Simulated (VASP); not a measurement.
# AlN (I-4m2) in VASP: further runs

AlN is run at these levels: PBE; tasks: single point.

All numbers are computed with VASP 6.6.1; they aren't measurements. Logs are shortened: lines on timing, memory, paths and dates and some standing lists are left out, and cuts for length are marked.

**1. The cell of the first run**

Symmetry: I-4m2, No. 119, tetragonal system. The conventional cell has a = 3.090 Å, b = 3.090 Å, c = 4.282 Å, α = 90.00°, β = 90.00°, γ = 90.00°. Within 2.5 Å of Al (site symmetry -4m2) lie 4 N at 1.88 Å. Within 2.5 Å of N (site symmetry -4m2) lie 4 Al at 1.88 Å.

**2. Single point, PBE (uniaxial z strain -2.0%)**

File INCAR:

```
  PREC = Accurate
  ENCUT = 520
  EDIFF = 1E-6
  ISMEAR = 0
  SIGMA = 0.01
  LREAL = F
  LASPH = T
  NELM = 60
  ALGO = Normal
  ISIF = 2
  LWAVE = F
  LCHARG = T
  GGA = PE
  LELF = T
  LVHAR = T
  NBANDS = 11
```

File KPOINTS:

```
Automatic mesh
0
Gamma
  6 6 6
```

File POSCAR:

```
AlN
1.0
    0.0000000000      2.1848764125      2.1411788842
    2.1848764125      0.0000000000      2.1411788842
    2.1848764125      2.1848764125      0.0000000000
Al N
1 1
Direct
    0.0000000000      0.0000000000      0.0000000000
    0.2500000000      0.2500000000      0.2500000000
```

Potentials or basis: VASP PAW PBE potentials, release 64 (Al, N).

Run with:

```bash
cat potpaw_PBE.64/Al/POTCAR potpaw_PBE.64/N/POTCAR > POTCAR
mpirun -np 1 vasp_std > vasp.out
```

OUTCAR:

```text
PREC = Accurate
   ENCUT = 520
   EDIFF = 1E-6
   ISMEAR = 0
   LREAL = F
   LASPH = T
   NELM = 60
   ISIF = 2
   GGA = PE

 ion  position               nearest neighbor table
   1  0.000  0.000  0.000-   2 1.88   2 1.88   2 1.88   2 1.88
   2  0.250  0.250  0.250-   1 1.88   1 1.88   1 1.88   1 1.88

  LATTYP: Found a body centered tetragonal cell.
 ALAT       =     3.0898818547
 C/A-ratio  =     1.3859292911

  Lattice vectors:

 A1 = (   0.0000000000,  -2.1848764125,  -2.1411788842)
 A2 = (   0.0000000000,   2.1848764125,  -2.1411788842)
 A3 = (   2.1848764125,   0.0000000000,   2.1411788842)

Analysis of symmetry for initial positions (statically):
=====================================================================
 Subroutine PRICEL returns:
 Original cell was already a primitive cell.

 Routine SETGRP: Setting up the symmetry group for a
 body centered tetragonal supercell.

 Subroutine GETGRP returns: Found  8 space group operations
 (whereof  8 operations were pure point group operations)
 out of a pool of 16 trial point group operations.

The static configuration has the point symmetry D_2d.

Analysis of symmetry for dynamics (positions and initial velocities):
=====================================================================
 Subroutine PRICEL returns:
 Original cell was already a primitive cell.

 Routine SETGRP: Setting up the symmetry group for a
 body centered tetragonal supercell.

 Subroutine GETGRP returns: Found  8 space group operations
 (whereof  8 operations were pure point group operations)
 out of a pool of 16 trial point group operations.

The dynamic configuration has the point symmetry D_2d.

 Subroutine INISYM returns: Found  8 space group operations
 (whereof  8 operations are pure point group operations),
 and found     1 'primitive' translations

----------------------------------------------------------------------------------------

                                     Primitive cell

  volume of cell :      20.4426

  direct lattice vectors                    reciprocal lattice vectors
     0.000000000  2.184876412  2.141178884    -0.228845896  0.228845896  0.233516220
     2.184876412  0.000000000  2.141178884     0.228845896 -0.228845896  0.233516220
     2.184876412  2.184876412  0.000000000     0.228845896  0.228845896 -0.233516220

  length of vectors
     3.059139087  3.059139087  3.089881855     0.399087350  0.399087350  0.399087350

  position of ions in fractional coordinates (direct lattice)
     0.000000000  0.000000000  0.000000000
     0.250000000  0.250000000  0.250000000

  ion indices of the primitive-cell ions
   primitive index   ion index
                 1           1
                 2           2

----------------------------------------------------------------------------------------

 KPOINTS: Automatic mesh

Automatic generation of k-mesh.
 Grid dimensions read from file:
 generate k-points for:    6    6    6

 Generating k-lattice:

  Cartesian coordinates                     Fractional coordinates (reciprocal lattice)
    -0.038140983  0.038140983  0.038919370     0.166666667  0.000000000  0.000000000
     0.038140983 -0.038140983  0.038919370     0.000000000  0.166666667  0.000000000
     0.038140983  0.038140983 -0.038919370    -0.000000000 -0.000000000  0.166666667

  Length of vectors
     0.066514558  0.066514558  0.066514558

  Shift w.r.t. Gamma in fractional coordinates (k-lattice)
     0.000000000  0.000000000  0.000000000

 Subroutine IBZKPT returns following result:
 ===========================================

 Found     30 irreducible k-points:

 Following reciprocal coordinates:
            Coordinates               Weight
  0.000000  0.000000  0.000000      1.000000
  0.166667  0.000000  0.000000      8.000000
  0.333333  0.000000  0.000000      8.000000
  0.500000  0.000000  0.000000      4.000000
  0.166667  0.166667  0.000000      2.000000
  0.333333  0.166667  0.000000      8.000000
[... 16 lines left out ...]
  0.333333  0.000000  0.333333      4.000000
  0.500000  0.000000  0.333333     16.000000
 [... further k-points ...]
   k-points           NKPTS =     30   k-points in BZ     NKDIM =     30   number of bands    NBANDS=     11
   number of dos      NEDOS =    301   number of ions     NIONS =      2
   total plane-waves  NPLWV =  13824
   dimension x,y,z NGX =    24 NGY =   24 NGZ =   24
   dimension x,y,z NGXF=    48 NGYF=   48 NGZF=   48
   ions per type =               1   1
   NGX,Y,Z   is equivalent  to a cutoff of  13.04, 13.04, 12.91 a.u.
   NGXF,Y,Z  is equivalent  to a cutoff of  26.09, 26.09, 25.83 a.u.
 SYSTEM =  unknown system
   PREC   = accura    normal or accurate (medium, high low for compatibility)
   ISTART =      0    job   : 0-new  1-cont  2-samecut
   ICHARG =      2    charge: 1-file 2-atom 10-const
   ISPIN  =      1    spin polarized calculation?
   LNONCOLLINEAR =      F non collinear calculations
   LSORBIT =      F    spin-orbit coupling
   LASPH  =      T    aspherical Exc in radial PAW
   ENCUT  =  520.0 eV  38.22 Ry    6.18 a.u.   5.69  5.69  5.75*2*pi/ulx,y,z
   NELM   =     60;   NELMIN=  2; NELMDL= -5     # of ELM steps
   EDIFF  = 0.1E-05   stopping-criterion for ELM
   LREAL  =      F    real-space projection
[... 7 lines left out ...]
   TEBEG  =    0.0;   TEEND  =   0.0 temperature during run
   PSTRESS=    0.0 pullay stress
   NELECT =       8.0000    total number of electrons
   NUPDOWN=      -1.0000    fix difference up-down
   EMIN   =  10.00;   EMAX   =-10.00  energy-range for DOS
   EFERMI =   0.00;   METHOD = LEGACY
   ISMEAR =     0;   SIGMA  =   0.01  broadening in eV -4-tet -1-fermi 0-gaus
   EFERMI_NEDOS =   21; number of points for ismear=-14 and -15
   IALGO  =     38    algorithm
   IMIX   =      4    mixing-type and parameters
     AMIX     =   0.40;   BMIX     =  1.00
     AMIX_MAG =   1.60;   BMIX_MAG =  1.00
  volume/ion in A,a.u.               =      10.22        68.98
  Fermi-wavevector in a.u.,A,eV,Ry     =   1.197455  2.262862 19.509378  1.433899
  Thomas-Fermi vector in A             =   2.333370
   LORBIT       =      0    0 simple, 1 ext, 2 COOP (PROOUT), +10 PAW based schemes
   GGA     = PE    functional components
   LHFCALC =     F    Hartree Fock is set to
   AEXX    =    0.0000 exact exchange contribution
   IVDW    =     0    specifies the selected vdW correction
   LEPSILON=     F    determine dielectric tensor
   LRPA    =     F    only Hartree local field effects (RPA)
 non-spin polarized calculation
 Gauss-broadening in eV      SIGMA  =   0.01
  energy-cutoff  :      520.00
  volume of cell :       20.44
 maximum number of plane-waves:       564
   NGX = 11   NGY = 11   NGZ = 11

 number of electron       7.9999999 magnetization

 Free energy of the ion-electron system (eV)
  ---------------------------------------------------
  ext. energy  EPLUGINS =         0.00000000
  ---------------------------------------------------
  free energy    TOTEN  =       -14.82000253 eV

  energy without entropy =      -14.82000253  energy(sigma->0) =      -14.82000253

 E-fermi :   6.3259     XC(G=0): -11.0166

 val. band max:        6.2090497230   @ k =   0.0000   0.0000   0.0000
 cond. band min:       9.4202504135   @ k =   0.5000   0.5000   0.0000
 fundamental gap:      3.2112006905
 Fermi energy:         6.3259030966

 k-point     1 :       0.0000    0.0000    0.0000
  band No.  band energies     occupation
      1      -8.9384      2.00000
      2       6.1276      2.00000
      3       6.1276      2.00000
      4       6.2090      2.00000
      5      10.5168      0.00000
      6      18.8881      0.00000
      7      18.9104      0.00000
      8      18.9104      0.00000
      9      23.6624      0.00000
     10      24.2924      0.00000
     11      25.1817      0.00000

 k-point     2 :       0.1667    0.0000    0.0000
  band No.  band energies     occupation
      1      -8.5316      2.00000
      2       4.2923      2.00000
      3       5.9791      2.00000
      4       6.0645      2.00000
      5      11.9326      0.00000
      6      17.9693      0.00000
      7      18.9892      0.00000
      8      19.1423      0.00000
      9      22.0283      0.00000
     10      22.2997      0.00000
     11      24.0498      0.00000

 k-point     3 :       0.3333    0.0000    0.0000
  band No.  band energies     occupation
      1      -7.5191      2.00000
      2       1.5542      2.00000
      3       5.7105      2.00000
      4       5.8520      2.00000
      5      13.3225      0.00000
      6      16.6892      0.00000
      7      17.8346      0.00000
      8      18.2341      0.00000
      9      23.5779      0.00000
     10      23.9231      0.00000
     11      23.9803      0.00000

 k-point     4 :       0.5000    0.0000    0.0000
  band No.  band energies     occupation
      1      -6.8322      2.00000
      2       0.2188      2.00000
      3       5.5883      2.00000
      4       5.7557      2.00000
      5      13.6889      0.00000
      6      16.1502      0.00000
      7      17.2305      0.00000
      8      17.6311      0.00000
      9      24.3739      0.00000
     10      26.4604      0.00000
     11      26.5784      0.00000

 k-point     5 :       0.1667    0.1667    0.0000
  band No.  band energies     occupation
      1      -8.3833      2.00000
      2       4.4589      2.00000
      3       5.5778      2.00000
      4       5.5778      2.00000
      5      12.2381      0.00000
      6      17.4325      0.00000
      7      19.2458      0.00000
      8      19.5904      0.00000
      9      19.5904      0.00000
     10      24.5380      0.00000
     11      27.0570      0.00000

 k-point     6 :       0.3333    0.1667    0.0000
  band No.  band energies     occupation
      1      -7.5574      2.00000
      2       2.4398      2.00000
      3       5.2060      2.00000
      4       5.2237      2.00000
      5      12.8983      0.00000
      6      16.6192      0.00000
      7      17.6796      0.00000
      8      19.3779      0.00000
      9      21.1243      0.00000
     10      25.5912      0.00000
     11      26.6077      0.00000

 k-point     7 :       0.5000    0.1667    0.0000
  band No.  band energies     occupation
      1      -6.6907      2.00000
      2       0.7810      2.00000
      3       4.6540      2.00000
      4       5.1959      2.00000
      5      13.3511      0.00000
      6      15.5099      0.00000
      7      18.4053      0.00000
      8      18.5659      0.00000
      9      22.9477      0.00000
     10      26.7522      0.00000
     11      27.2039      0.00000

 k-point     8 :      -0.3333    0.1667    0.0000
  band No.  band energies     occupation
      1      -6.9473      2.00000
      2       1.2218      2.00000
      3       4.4010      2.00000
      4       5.5506      2.00000
      5      14.2132      0.00000
      6      15.0428      0.00000
      7      18.1722      0.00000
      8      18.4652      0.00000
      9      23.3064      0.00000
     10      24.9586      0.00000
     11      27.2167      0.00000
[... 141 lines left out ...]
 k-point    19 :       0.5000    0.3333    0.1667
  band No.  band energies     occupation
      1      -6.7687      2.00000
      2       1.8016      2.00000
      3       3.7324      2.00000
      4       4.9578      2.00000
      5      12.6228      0.00000
      6      16.6899      0.00000
      7      17.1784      0.00000
      8      19.9004      0.00000
      9      22.0240      0.00000
     10      26.3865      0.00000
     11      29.5319      0.00000

 k-point    20 :      -0.3333    0.3333    0.1667
  band No.  band energies     occupation
      1      -6.3125      2.00000
      2       1.4765      2.00000
      3       3.1996      2.00000
      4       4.4877      2.00000
      5      12.6444      0.00000
      6      16.3048      0.00000
      7      18.3810      0.00000
      8      19.4480      0.00000
      9      23.1777      0.00000
     10      24.9796      0.00000
     11      30.5700      0.00000

 k-point    21 :      -0.1667    0.3333    0.1667
  band No.  band energies     occupation
      1      -6.8132      2.00000
      2       1.8100      2.00000
      3       3.8871      2.00000
      4       4.8773      2.00000
      5      12.6167      0.00000
      6      16.6507      0.00000
      7      17.3328      0.00000
      8      19.6751      0.00000
      9      22.2987      0.00000
     10      26.2060      0.00000
     11      29.6260      0.00000

 k-point    22 :      -0.3333    0.5000    0.1667
  band No.  band energies     occupation
      1      -6.1005      2.00000
      2       1.9095      2.00000
      3       3.2442      2.00000
      4       3.5792      2.00000
      5      11.3361      0.00000
      6      16.3943      0.00000
      7      19.2235      0.00000
      8      19.6350      0.00000
      9      22.8555      0.00000
     10      26.6153      0.00000
     11      31.0947      0.00000

 k-point    23 :       0.3333    0.0000    0.3333
  band No.  band energies     occupation
      1      -7.0883      2.00000
      2       2.1902      2.00000
      3       4.7846      2.00000
      4       4.8020      2.00000
      5      10.9996      0.00000
      6      15.7456      0.00000
      7      18.5839      0.00000
      8      20.9751      0.00000
      9      21.5128      0.00000
     10      27.4238      0.00000
     11      30.5153      0.00000

 k-point    24 :       0.5000    0.0000    0.3333
  band No.  band energies     occupation
      1      -6.4065      2.00000
      2       1.5139      2.00000
      3       3.6090      2.00000
      4       4.6961      2.00000
      5      10.9073      0.00000
      6      16.0120      0.00000
      7      19.1436      0.00000
      8      20.9467      0.00000
      9      21.8624      0.00000
     10      28.0170      0.00000
     11      30.5504      0.00000

 [... further k-points ...]
[... 5 lines left out ...]
  --------------------------------------------------------------------------------------
  -------------------------------------------------------------------------------------
  Total        1.0092931      1.0092931      1.3185898      0.0000000      0.0000000      0.0000000
  in kB       79.1026756     79.1026756    103.3436039      0.0000000      0.0000000      0.0000000
  external PRESSURE =      87.1829850 kB  Pullay stress =       0.0000000 kB

 VOLUME and BASIS-vectors are now :
 -----------------------------------------------------------------------------
  energy-cutoff  :      520.00
  volume of cell :       20.44
      direct lattice vectors                 reciprocal lattice vectors
     0.000000000  2.184876412  2.141178884    -0.228845896  0.228845896  0.233516220
     2.184876412  0.000000000  2.141178884     0.228845896 -0.228845896  0.233516220
     2.184876412  2.184876412  0.000000000     0.228845896  0.228845896 -0.233516220

 POSITION                                       TOTAL-FORCE (eV/Angst)
 -----------------------------------------------------------------------------------
      0.00000      0.00000      0.00000         0.000000      0.000000     -0.000000
      1.09244      1.09244      1.07059        -0.000000     -0.000000      0.000000
 -----------------------------------------------------------------------------------
    total drift:                                0.000000      0.000000      0.000000

  FREE ENERGIE OF THE ION-ELECTRON SYSTEM (eV)
  ---------------------------------------------------
  free  energy   TOTEN  =       -14.8200025335 eV

  energy  without entropy=      -14.8200025335  energy(sigma->0) =      -14.82000253
```

It took 7.3 s on 1 thread of AMD EPYC 7R43 (Zen 3), shared host; peak memory 0.1 GiB.

What came out:

- Free energy: -14.8200 eV
- Pressure: 8.7 GPa
- Band gap on the k mesh: 3.21 eV, indirect (least direct gap 4.31 eV)

Caveat: the cell differs from its parent crystal (uniaxial z strain -2.0%). A k mesh can miss the band edges.

**3. Single point, PBE (uniaxial z strain -1.0%)**

File INCAR:

```
PREC     = Accurate       # precision mode
ENCUT    = 520            # plane-wave cutoff, eV
EDIFF    = 1E-6           # SCF threshold, eV
ISMEAR   = 0              # smearing method
SIGMA    = 0.01           # smearing width, eV
LREAL    = False          # projectors in reciprocal space
LASPH    = True           # aspherical terms in the spheres
NELM     = 60             # most SCF steps
ALGO     = Normal         # electronic algorithm
ISIF     = 2              # what is computed and relaxed
LWAVE    = False          # write WAVECAR
LCHARG   = False          # write CHGCAR
GGA      = PE             # functional
NBANDS   = 11             # bands
```

File KPOINTS:

```
regular mesh
0
Gamma
  6 6 6
```

File POSCAR:

```
AlN
1.0
    0.0000000000      2.1848764125      2.1630276483
    2.1848764125      0.0000000000      2.1630276483
    2.1848764125      2.1848764125      0.0000000000
Al N
1 1
Direct
    0.0000000000      0.0000000000      0.0000000000
    0.2500000000      0.2500000000      0.2500000000
```

Potentials or basis: VASP PAW PBE potentials, release 64 (Al, N).

Run with:

```bash
cat potpaw_PBE.64/Al/POTCAR potpaw_PBE.64/N/POTCAR > POTCAR
mpirun -np 1 vasp_std > vasp.out
```

Run time: 6.7 s. Hardware: 1 thread of AMD EPYC 7R43 (Zen 3), shared host; peak memory 0.1 GiB.

It converged, with:

```
Free energy            : -14.8316 eV
Pressure               : 6.5 GPa
Band gap on the k mesh : 3.26 eV, indirect (least direct gap 4.25 eV)
```

Stress tensor (GPa, compression positive):
```
6.05 0.00 0.00
0.00 6.05 0.00
0.00 0.00 7.32
```

Levels at points of the mesh, in eV from the valence-band top:
| k point | band 1 | band 2 | band 3 | band 4 | band 5 | band 6 | band 7 | band 8 |
| --- | --- | --- | --- | --- | --- | --- | --- | --- |
| (0.00, 0.00, 0.00) | -15.06 | -0.04 | -0.04 | 0.00 | 4.25 | 12.61 | 12.62 | 12.62 |
| (0.50, 0.00, 0.00) | -12.99 | -5.92 | -0.55 | -0.47 | 7.43 | 9.90 | 11.08 | 11.27 |
| (0.50, 0.50, 0.00) | -12.31 | -4.89 | -1.87 | -1.87 | 3.26 | 8.54 | 14.17 | 15.76 |
| (0.50, 0.00, 0.50) | -12.36 | -4.99 | -1.78 | -1.78 | 3.31 | 8.69 | 13.99 | 15.69 |

Caveat: the cell differs from its parent crystal (uniaxial z strain -1.0%).
